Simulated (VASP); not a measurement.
Be2CdS2, 5 atoms in the cell. The structure is hexagonal, space group P-6m2 (No. 187). The conventional cell has a = 4.176 Å, b = 4.176 Å, c = 6.184 Å, α = 90.00°, β = 90.00°, γ = 120.00°. Be (site symmetry 3m) has 1 Be at 2.09 Å and 3 S at 2.63 Å within 2.8 Å. Cd (site symmetry -6m2) has 5 S at 2.41 to 3.09 Å and 6 Be at 3.16 Å within 3.2 Å. S (site symmetry -6m2) has 6 Be at 2.63 Å and 2 Cd at 3.09 Å within 3.5 Å. Within 3.2 Å of S (site symmetry -6m2) lie 3 Cd at 2.41 Å and 6 Be at 3.16 Å. 

* Program: VASP 6.6.1
* Task: single point
* Functional: PBE
* Potentials or basis: VASP PAW PBE potentials, release 64 (Be, Cd_sv_GW, S)
* Cutoff: 600 eV
* k mesh: 6 × 6 × 4
* Occupations: gaussian, width 0.1 eV
* Spin: no spin polarisation
* Dipole correction: no
* Second run: valence_matched
* Further INCAR settings: ALGO = Normal; EDIFF = 1e-06; NBANDS = 26

Potentials or basis: VASP PAW PBE potentials, release 64 (Be, Cd_sv_GW, S).

The run is started by

```console
$ cat potpaw_PBE.64/Be/POTCAR potpaw_PBE.64/Cd_sv_GW/POTCAR potpaw_PBE.64/S/POTCAR > POTCAR
$ mpirun -np 1 vasp_std > vasp.out
```

Hardware: 1 thread of Intel(R) Xeon(R) Platinum 8488C (Sapphire Rapids) (shared host).

**Question.** How long does it take, and how much memory?

**Answer.** Run time: 52 s on 1 thread of Intel(R) Xeon(R) Platinum 8488C (Sapphire Rapids), with other jobs on the host, peak memory 0.29 GiB. Counts: scf iterations 13, k points 21.
